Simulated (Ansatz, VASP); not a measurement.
BN: VASP beside Ansatz

Contents of POSCAR:

```
BN
1.0
    2.5039917043      0.0000000000      0.0000000000
   -1.2519958522      2.1685204268      0.0000000000
    0.0000000000      0.0000000000      6.6612000000
B N
2 2
Direct
    0.2798816352      0.6275373079      0.2500000000
    0.7201183648      0.3724626921      0.7500000000
    0.3867077710      0.7057394668      0.7500000000
    0.6132922290      0.2942605332      0.2500000000
```

The input INCAR.step1:

```
  ALGO = Normal
  EDIFF = 1E-4
  ENCUT = 520
  GGA = PE
  ISMEAR = 0
  LASPH = True
  LCHARG = False
  LREAL = False
  LWAVE = True
  NBANDS = 16
  NELM = 100
  PREC = Accurate
  SIGMA = 0.05
```

INCAR.step2

```
  ALGO = Normal
  EDIFF = 1E-7
  ENCUT = 520
  ISIF = 2
  ISMEAR = 0
  ISTART = 1
  LASPH = True
  LCHARG = True
  LELF = True
  LMIXTAU = True
  LREAL = False
  LVHAR = True
  LWAVE = False
  METAGGA = R2SCAN
  NBANDS = 16
  NELM = 100
  PREC = Accurate
  SIGMA = 0.05
```

Contents of KPOINTS:

```
k-points
0
Gamma
  12 12 4
```

Input for Ansatz:

```yaml
crystal:
  lattice:
    - [2.5039917043, 0.0, 0.0]
    - [-1.2519958522, 2.1685204268, 0.0]
    - [0.0, 0.0, 6.6612]
  atoms:
    - { symbol: B, position: [0.2798816352, 0.6275373079, 0.25] }
    - { symbol: B, position: [0.7201183648, 0.3724626921, 0.75] }
    - { symbol: "N", position: [0.386707771, 0.7057394668, 0.75] }
    - { symbol: "N", position: [0.613292229, 0.2942605332, 0.25] }
basis:
  ecutwfc: 500
kpoints:
  mp_grid: { grid: [12, 12, 4] }
hamiltonian:
  xc: r2scan
scf:
  occupations: { method: gaussian, width: 0.05 }
output:
  forces: true
  stress: true
  eigenvalues: true
```

Change from the starting cell: mode 4 (47.7 1/cm) frozen in, largest displacement -0.120 Å.

Alike in both runs: task single point; functional r2SCAN; k mesh 12 × 12 × 4; occupations gaussian, width 0.05 eV; no spin polarisation.

|  | VASP | Ansatz |
| --- | --- | --- |
| version | VASP 6.6.1 | Ansatz 0.2.0 |
| potentials or method | VASP PAW PBE potentials, release 64 (B, N), cutoff 520 eV | scalar-relativistic, plane waves, PAW |
| valence electrons in the cell | 16 | 16 |

|  | VASP | Ansatz | Ansatz less VASP |
| --- | --- | --- | --- |
| gap on the k mesh at the Fermi level (eV) | 4.41 | 4.37 | -0.033 |
| least direct gap on the mesh (eV) | 4.79 | 4.76 | -0.029 |
| pressure (GPa) | -0.2 | -0.6 | -0.39 |
| traceless stress, the component that is largest in VASP (GPa) | 0.90 | 1.57 | +0.667 |
| rms of the force components (eV/Å) | 0.007 | 0.006 | -0.0002 |

VASP's potentials were made for PBE, not for r2SCAN. Atom by atom the forces differ by 0.000 eV/Å (rms over components).
